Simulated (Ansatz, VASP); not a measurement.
## One calculation of BiAu, two programs

The input INCAR:

```
PREC = Accurate
ENCUT = 520
EDIFF = 1E-6
ISMEAR = 0
SIGMA = 0.05
LREAL = False
LASPH = True
NELM = 60
ALGO = Normal
ISIF = 2
LWAVE = False
LCHARG = False
GGA = PS
NBANDS = 20
```

File KPOINTS:

```
regular mesh
0
Gamma
  10 10 10
```

Contents of POSCAR:

```
BiAu
1.0
    0.0000000000      2.8766691539      2.8766691539
    2.8766691539      0.0000000000      2.8766691539
    2.8766691539      2.8766691539      0.0000000000
Au Bi
1 1
Direct
    0.5000000000      0.5000000000      0.5000000000
    0.0000000000      0.0000000000      0.0000000000
```

Input for Ansatz:

```yaml
crystal:
  lattice:
    - [0.0, 2.8766691539, 2.8766691539]
    - [2.8766691539, 0.0, 2.8766691539]
    - [2.8766691539, 2.8766691539, 0.0]
  atoms:
    - { symbol: Au, position: [0.5, 0.5, 0.5] }
    - { symbol: Bi, position: [0.0, 0.0, 0.0] }
basis:
  ecutwfc: 420
  ecutrho_ratio: 4
kpoints:
  mp_grid: { grid: [10, 10, 10] }
hamiltonian:
  xc: pbesol
scf:
  occupations: { method: gaussian, width: 0.05 }
output:
  forces: true
  stress: true
  eigenvalues: true
```

Alike in both runs: task single point; functional PBEsol; k mesh 10 × 10 × 10; occupations gaussian, width 0.05 eV; no spin polarisation.

```csv
,VASP,Ansatz
version,VASP 6.6.1,Ansatz 0.2.0
potentials or method,"VASP PAW PBE potentials, release 64 (Au, Bi_d), cutoff 520 eV","scalar-relativistic, plane waves, PAW"
valence electrons in the cell,26,34
```

|  | VASP | Ansatz | Ansatz less VASP |
| --- | --- | --- | --- |
| pressure (GPa) | 3.8 | 3.9 | +0.09 |

VASP's potentials were made for PBE, not for PBEsol. VASP's potentials hold 26 valence electrons a cell and Ansatz's 34, so a difference there can come from the potentials and not from the codes.

Spin-orbit coupling is off throughout.
